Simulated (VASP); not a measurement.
# TaSe2F (P4/mmm) in VASP: a series of runs

The runs below take TaSe2F through single point, relaxation of cell and atoms, with PBE.

Everything below comes from runs of VASP 6.6.1. Logs are shortened: lines on timing, memory, paths and dates and some standing lists are left out, and cuts for length are marked.

**1. The cell of the first run**

It takes space group P4/mmm (No. 123, tetragonal). Conventional cell: a = 4.441 Å, b = 4.441 Å, c = 4.907 Å, α = 90.00°, β = 90.00°, γ = 90.00°. Within 2.9 Å of Ta (site symmetry 4/mmm) lie 4 Se at 2.22 Å and 2 F at 2.45 Å. Se (site symmetry mmm) has 2 Ta at 2.22 Å within 2.9 Å. F (site symmetry 4/mmm) has 2 Ta at 2.45 Å and 8 Se at 3.31 Å within 3.4 Å.

The cell was generated, and may not be a known phase.

**2. Single point, PBE**

Contents of INCAR:

```
PREC = Accurate
ENCUT = 520
EDIFF = 1E-6
ISMEAR = 0
SIGMA = 0.1
LREAL = False
LASPH = True
NELM = 100
ALGO = Normal
ISIF = 2
LWAVE = False
LCHARG = False
GGA = PE
NBANDS = 23
```

Contents of KPOINTS:

```
regular mesh
0
Gamma
  4 4 4
```

Contents of POSCAR:

```
TaSe2F
1.0
    4.4405997500      0.0000000000      0.0000000000
    0.0000000000      4.4405997500      0.0000000000
    0.0000000000      0.0000000000      4.9066330600
Ta Se F
1 2 1
Direct
    0.5000000000      0.5000000000      0.0000000000
    0.0000000000      0.5000000000      0.0000000000
    0.5000000000      0.0000000000      0.0000000000
    0.5000000000      0.5000000000      0.5000000000
```

Potentials or basis: VASP PAW PBE potentials, release 64 (Ta_pv, Se, F).

Launch:

```bash
$ cat potpaw_PBE.64/Ta_pv/POTCAR potpaw_PBE.64/Se/POTCAR potpaw_PBE.64/F/POTCAR > POTCAR
$ mpirun -np 1 vasp_std > vasp.out
```

OUTCAR:

```text
PREC = Accurate
   ENCUT = 520
   EDIFF = 1E-6
   ISMEAR = 0
   LREAL = False
   LASPH = True
   NELM = 100
   ISIF = 2
   GGA = PE

 ion  position               nearest neighbor table
   1  0.500  0.500  0.000-   2 2.22   3 2.22   3 2.22   2 2.22   4 2.45   4 2.45
   2  0.000  0.500  0.000-   1 2.22   1 2.22
   3  0.500  0.000  0.000-   1 2.22   1 2.22
   4  0.500  0.500  0.500-   1 2.45   1 2.45

  LATTYP: Found a simple tetragonal cell.
 ALAT       =     4.4405997500
 C/A-ratio  =     1.1049482809

  Lattice vectors:

 A1 = (   4.4405997500,   0.0000000000,   0.0000000000)
 A2 = (   0.0000000000,   4.4405997500,   0.0000000000)
 A3 = (   0.0000000000,   0.0000000000,   4.9066330600)

Analysis of symmetry for initial positions (statically):
=====================================================================
 Subroutine PRICEL returns:
 Original cell was already a primitive cell.

 Routine SETGRP: Setting up the symmetry group for a
 simple tetragonal supercell.

 Subroutine GETGRP returns: Found 16 space group operations
 (whereof 16 operations were pure point group operations)
 out of a pool of 16 trial point group operations.

The static configuration has the point symmetry D_4h.

Analysis of symmetry for dynamics (positions and initial velocities):
=====================================================================
 Subroutine PRICEL returns:
 Original cell was already a primitive cell.

 Routine SETGRP: Setting up the symmetry group for a
 simple tetragonal supercell.

 Subroutine GETGRP returns: Found 16 space group operations
 (whereof 16 operations were pure point group operations)
 out of a pool of 16 trial point group operations.

The dynamic configuration has the point symmetry D_4h.

 Subroutine INISYM returns: Found 16 space group operations
 (whereof 16 operations are pure point group operations),
 and found     1 'primitive' translations

----------------------------------------------------------------------------------------

                                     Primitive cell

  volume of cell :      96.7535

  direct lattice vectors                    reciprocal lattice vectors
     4.440599750  0.000000000  0.000000000     0.225194806  0.000000000  0.000000000
     0.000000000  4.440599750  0.000000000     0.000000000  0.225194806  0.000000000
     0.000000000  0.000000000  4.906633060     0.000000000  0.000000000  0.203805744

  length of vectors
     4.440599750  4.440599750  4.906633060     0.225194806  0.225194806  0.203805744

  position of ions in fractional coordinates (direct lattice)
     0.500000000  0.500000000  0.000000000
     0.000000000  0.500000000  0.000000000
     0.500000000  0.000000000  0.000000000
     0.500000000  0.500000000  0.500000000

  ion indices of the primitive-cell ions
   primitive index   ion index
                 1           1
                 2           2
                 3           3
                 4           4

----------------------------------------------------------------------------------------

 KPOINTS: regular mesh

Automatic generation of k-mesh.
 Grid dimensions read from file:
 generate k-points for:    4    4    4

 Generating k-lattice:

  Cartesian coordinates                     Fractional coordinates (reciprocal lattice)
     0.056298702  0.000000000  0.000000000     0.250000000  0.000000000  0.000000000
     0.000000000  0.056298702  0.000000000     0.000000000  0.250000000  0.000000000
     0.000000000  0.000000000  0.050951436     0.000000000  0.000000000  0.250000000

  Length of vectors
     0.056298702  0.056298702  0.050951436

  Shift w.r.t. Gamma in fractional coordinates (k-lattice)
     0.000000000  0.000000000  0.000000000

 Subroutine IBZKPT returns following result:
 ===========================================

 Found     18 irreducible k-points:

 Following reciprocal coordinates:
            Coordinates               Weight
  0.000000  0.000000  0.000000      1.000000
  0.250000  0.000000  0.000000      4.000000
  0.500000  0.000000  0.000000      2.000000
  0.250000  0.250000  0.000000      4.000000
  0.500000  0.250000  0.000000      4.000000
  0.500000  0.500000  0.000000      1.000000
[... 10 lines left out ...]
  0.500000  0.250000  0.500000      4.000000
  0.500000  0.500000  0.500000      1.000000
   k-points           NKPTS =     18   k-points in BZ     NKDIM =     18   number of bands    NBANDS=     23
   number of dos      NEDOS =    301   number of ions     NIONS =      4
   total plane-waves  NPLWV =  46656
   dimension x,y,z NGX =    36 NGY =   36 NGZ =   36
   dimension x,y,z NGXF=    72 NGYF=   72 NGZF=   72
   ions per type =               1   2   1
   NGX,Y,Z   is equivalent  to a cutoff of  13.48, 13.48, 12.20 a.u.
   NGXF,Y,Z  is equivalent  to a cutoff of  26.96, 26.96, 24.39 a.u.
 SYSTEM =  unknown system
   PREC   = accura    normal or accurate (medium, high low for compatibility)
   ISTART =      0    job   : 0-new  1-cont  2-samecut
   ICHARG =      2    charge: 1-file 2-atom 10-const
   ISPIN  =      1    spin polarized calculation?
   LNONCOLLINEAR =      F non collinear calculations
   LSORBIT =      F    spin-orbit coupling
   LASPH  =      T    aspherical Exc in radial PAW
   ENCUT  =  520.0 eV  38.22 Ry    6.18 a.u.   8.26  8.26  9.12*2*pi/ulx,y,z
   NELM   =    100;   NELMIN=  2; NELMDL= -5     # of ELM steps
   EDIFF  = 0.1E-05   stopping-criterion for ELM
   LREAL  =      F    real-space projection
[... 7 lines left out ...]
   TEBEG  =    0.0;   TEEND  =   0.0 temperature during run
   PSTRESS=    0.0 pullay stress
   NELECT =      30.0000    total number of electrons
   NUPDOWN=      -1.0000    fix difference up-down
   EMIN   =  10.00;   EMAX   =-10.00  energy-range for DOS
   EFERMI =   0.00;   METHOD = LEGACY
   ISMEAR =     0;   SIGMA  =   0.10  broadening in eV -4-tet -1-fermi 0-gaus
   EFERMI_NEDOS =   21; number of points for ismear=-14 and -15
   IALGO  =     38    algorithm
   IMIX   =      4    mixing-type and parameters
     AMIX     =   0.40;   BMIX     =  1.00
     AMIX_MAG =   1.60;   BMIX_MAG =  1.00
  volume/ion in A,a.u.               =      24.19       163.23
  Fermi-wavevector in a.u.,A,eV,Ry     =   1.108051  2.093912 16.704912  1.227776
  Thomas-Fermi vector in A             =   2.244573
   LORBIT       =      0    0 simple, 1 ext, 2 COOP (PROOUT), +10 PAW based schemes
   GGA     = PE    functional components
   LHFCALC =     F    Hartree Fock is set to
   AEXX    =    0.0000 exact exchange contribution
   IVDW    =     0    specifies the selected vdW correction
   LEPSILON=     F    determine dielectric tensor
   LRPA    =     F    only Hartree local field effects (RPA)
 non-spin polarized calculation
 Gauss-broadening in eV      SIGMA  =   0.10
  energy-cutoff  :      520.00
  volume of cell :       96.75
 maximum number of plane-waves:      2640
 NGX is ok and might be reduce to    36
   NGX = 17   NGY = 17   NGZ = 19

 number of electron      29.9999994 magnetization

 Free energy of the ion-electron system (eV)
  ---------------------------------------------------
  ext. energy  EPLUGINS =         0.00000000
  ---------------------------------------------------
  free energy    TOTEN  =       -21.25267884 eV

  energy without entropy =      -21.22974284  energy(sigma->0) =      -21.24121084

 E-fermi :   1.6610     XC(G=0):  -8.4861

 val. band max:        1.6190556580   @ k =   0.5000   0.2500   0.5000
 cond. band min:       1.6624968890   @ k =   0.0000   0.0000   0.2500
 fundamental gap:      0.0434412310
 Fermi energy:         1.6610451679

 k-point     1 :       0.0000    0.0000    0.0000
  band No.  band energies     occupation
      1     -33.6466      2.00000
      2     -33.6466      2.00000
      3     -33.4730      2.00000
      4     -20.7227      2.00000
      5     -13.0629      2.00000
      6     -11.5106      2.00000
[... 15 lines left out ...]
     22       7.7187      0.00000
     23       9.9941      0.00000

 k-point     2 :       0.2500    0.0000    0.0000
  band No.  band energies     occupation
      1     -33.6531      2.00000
      2     -33.6453      2.00000
      3     -33.4717      2.00000
      4     -20.7210      2.00000
      5     -12.6762      2.00000
      6     -11.3260      2.00000
[... 15 lines left out ...]
     22       8.9898      0.00000
     23      10.5053      0.00000

 k-point     3 :       0.5000    0.0000    0.0000
  band No.  band energies     occupation
      1     -33.6596      2.00000
      2     -33.6440      2.00000
      3     -33.4705      2.00000
      4     -20.7190      2.00000
      5     -12.3232      2.00000
      6     -10.9443      2.00000
[... 15 lines left out ...]
     22       9.5154      0.00000
     23      10.7701      0.00000

 k-point     4 :       0.2500    0.2500    0.0000
  band No.  band energies     occupation
      1     -33.6518      2.00000
      2     -33.6517      2.00000
      3     -33.4705      2.00000
      4     -20.7191      2.00000
      5     -12.1769      2.00000
      6     -11.2090      2.00000
[... 15 lines left out ...]
     22       9.8265      0.00000
     23       9.9671      0.00000

 k-point     5 :       0.5000    0.2500    0.0000
  band No.  band energies     occupation
      1     -33.6582      2.00000
      2     -33.6505      2.00000
      3     -33.4693      2.00000
      4     -20.7173      2.00000
      5     -11.6954      2.00000
      6     -10.8821      2.00000
[... 15 lines left out ...]
     22       9.3847      0.00000
     23       9.6012      0.00000

 k-point     6 :       0.5000    0.5000    0.0000
  band No.  band energies     occupation
      1     -33.6569      2.00000
      2     -33.6569      2.00000
      3     -33.4680      2.00000
      4     -20.7154      2.00000
      5     -10.8158      2.00000
      6     -10.8158      2.00000
[... 15 lines left out ...]
     22       9.3077      0.00000
     23       9.3077      0.00000

 k-point     7 :       0.0000    0.0000    0.2500
  band No.  band energies     occupation
      1     -33.6466      2.00000
      2     -33.6466      2.00000
      3     -33.4770      2.00000
      4     -20.6831      2.00000
      5     -13.0652      2.00000
      6     -11.5047      2.00000
[... 197 lines left out ...]
     22       8.9582      0.00000
     23      10.6518      0.00000

 k-point    15 :       0.5000    0.0000    0.5000
  band No.  band energies     occupation
      1     -33.6594      2.00000
      2     -33.6439      2.00000
      3     -33.4786      2.00000
      4     -20.6398      2.00000
      5     -12.3235      2.00000
      6     -10.9147      2.00000
[... 15 lines left out ...]
     22       9.1845      0.00000
     23      10.4375      0.00000

 k-point    16 :       0.2500    0.2500    0.5000
  band No.  band energies     occupation
      1     -33.6517      2.00000
      2     -33.6516      2.00000
      3     -33.4786      2.00000
      4     -20.6396      2.00000
      5     -12.1732      2.00000
      6     -11.1909      2.00000
[... 15 lines left out ...]
     22      10.0405      0.00000
     23      10.3093      0.00000

 k-point    17 :       0.5000    0.2500    0.5000
  band No.  band energies     occupation
      1     -33.6581      2.00000
      2     -33.6503      2.00000
      3     -33.4774      2.00000
      4     -20.6384      2.00000
      5     -11.6871      2.00000
      6     -10.8534      2.00000
[... 15 lines left out ...]
     22       9.6350      0.00000
     23      11.9567      0.00000

 k-point    18 :       0.5000    0.5000    0.5000
  band No.  band energies     occupation
      1     -33.6567      2.00000
      2     -33.6567      2.00000
      3     -33.4761      2.00000
      4     -20.6373      2.00000
      5     -10.7882      2.00000
      6     -10.7882      2.00000
[... 15 lines left out ...]
     22      10.4526      0.00000
     23      10.4526      0.00000

------------------------ aborting loop because EDIFF is reached ----------------------------------------

  FORCE on cell =-STRESS in cart. coord.  units (eV):
  Direction    XX          YY          ZZ          XY          YZ          ZX
  --------------------------------------------------------------------------------------
  -------------------------------------------------------------------------------------
  Total       27.2779724     27.2779724     -8.6965436      0.0000000      0.0000000      0.0000000
  in kB      451.7059668    451.7059668   -144.0092605      0.0000000      0.0000000      0.0000000
  external PRESSURE =     253.1342243 kB  Pullay stress =       0.0000000 kB

 VOLUME and BASIS-vectors are now :
 -----------------------------------------------------------------------------
  energy-cutoff  :      520.00
  volume of cell :       96.75
      direct lattice vectors                 reciprocal lattice vectors
     4.440599750  0.000000000  0.000000000     0.225194806  0.000000000  0.000000000
     0.000000000  4.440599750  0.000000000     0.000000000  0.225194806  0.000000000
     0.000000000  0.000000000  4.906633060     0.000000000  0.000000000  0.203805744

 POSITION                                       TOTAL-FORCE (eV/Angst)
 -----------------------------------------------------------------------------------
      2.22030      2.22030      0.00000         0.000000      0.000000      0.000000
      0.00000      2.22030      0.00000         0.000000      0.000000      0.000000
      2.22030      0.00000      0.00000         0.000000      0.000000      0.000000
      2.22030      2.22030      2.45332         0.000000      0.000000      0.000000
 -----------------------------------------------------------------------------------
    total drift:                                0.000000      0.000000     -0.000000

  FREE ENERGIE OF THE ION-ELECTRON SYSTEM (eV)
  ---------------------------------------------------
  free  energy   TOTEN  =       -21.2526788412 eV

  energy  without entropy=      -21.2297428359  energy(sigma->0) =      -21.24121084
```

Run time: 33 s. Hardware: 1 thread of Intel Xeon Platinum 8259CL at 2.50GHz (Skylake/Cascade Lake), shared host; peak memory 0.22 GiB.

What came out:

```
Free energy            : -21.2527 eV
Pressure               : 25.3 GPa
Band gap on the k mesh : zero (bands 15 and 16 overlap by 1.85 eV)
```

Levels at points of the mesh, in eV from the Fermi level:
| k point | band 12 | band 13 | band 14 | band 15 | band 16 | band 17 | band 18 | band 19 |
| --- | --- | --- | --- | --- | --- | --- | --- | --- |
| (0.00, 0.00, 0.00) | -2.32 | -1.18 | -0.84 | -0.27 | -0.27 | 0.37 | 0.37 | 1.02 |
| (0.50, 0.00, 0.00) | -3.62 | -2.20 | -1.67 | -1.65 | -0.19 | 1.35 | 3.69 | 4.10 |
| (0.50, 0.50, 0.00) | -3.60 | -3.59 | -3.59 | 1.56 | 1.64 | 3.51 | 4.15 | 4.15 |
| (0.00, 0.00, 0.50) | -3.32 | -1.17 | -1.10 | 0.28 | 0.28 | 0.35 | 0.35 | 3.11 |
| (0.50, 0.00, 0.50) | -2.37 | -2.29 | -2.17 | -1.89 | 0.35 | 3.33 | 3.71 | 3.87 |
| (0.50, 0.50, 0.50) | -4.78 | -2.32 | -2.32 | 1.58 | 3.63 | 3.99 | 3.99 | 4.03 |

Caveat: the stress differs along the axes, from -14 to 45 GPa; spin-orbit coupling is left out, which moves the levels of the heavy elements.

**3. Single point, PBE**

This run uses another cell than the first one, of 25.63 Å³/atom.

INCAR: that of step 2 with these lines changed.

```diff
@@ -7,3 +7,3 @@
 LASPH = True
-NELM = 100
+NELM = 80
 ALGO = Normal
```

KPOINTS is that of step 2.

Contents of POSCAR:

```
TaSe2F
1.0
    5.0016227253      0.0000000000      0.0000000000
    0.0000000000      5.0016227253      0.0000000000
    0.0000000000      0.0000000000      4.0984705260
Ta Se F
1 2 1
Direct
    0.5000000000      0.5000000000      0.0000000000
    0.0000000000      0.5000000000      0.0000000000
    0.5000000000      0.0000000000      0.0000000000
    0.5000000000      0.5000000000      0.5000000000
```

Potentials or basis: VASP PAW PBE potentials, release 64 (Ta_pv, Se, F).

Launch:

```bash
$ cat potpaw_PBE.64/Ta_pv/POTCAR potpaw_PBE.64/Se/POTCAR potpaw_PBE.64/F/POTCAR > POTCAR
$ mpirun -np 1 vasp_std > vasp.out
```

Run time: 38 s. Hardware: 1 thread of Intel Xeon Platinum 8259CL at 2.50GHz (Skylake/Cascade Lake), shared host; peak memory 0.23 GiB.

Results (log left out):

```
Free energy            : -25.1657 eV
Pressure               : 0.2 GPa
Band gap on the k mesh : zero (bands 15 and 16 overlap by 1.08 eV)
```

Levels at points of the mesh, in eV from the Fermi level:
```csv
k point,band 13,band 14,band 15,band 16,band 17,band 18
"(0.00, 0.00, 0.00)",-0.53,-0.21,-0.21,-0.08,-0.05,-0.05
"(0.50, 0.00, 0.00)",-2.05,-1.53,-0.57,-0.03,1.98,2.35
"(0.50, 0.50, 0.00)",-2.02,-2.02,0.79,2.50,2.61,2.61
"(0.00, 0.00, 0.50)",-1.29,-0.43,-0.10,-0.10,1.22,1.22
"(0.50, 0.00, 0.50)",-2.04,-1.99,-1.29,1.26,2.25,2.43
"(0.50, 0.50, 0.50)",-1.92,-1.92,0.91,2.66,2.78,2.78
```

Caveat: the k points lie up to 0.38 Å⁻¹ apart, too coarse for converged energies and pressures of a metal; spin-orbit coupling is left out, which moves the levels of the heavy elements.

(Continued in part 2 of 2.)

The gap in the log of VASP goes by the Fermi energy; the results here count the filled bands.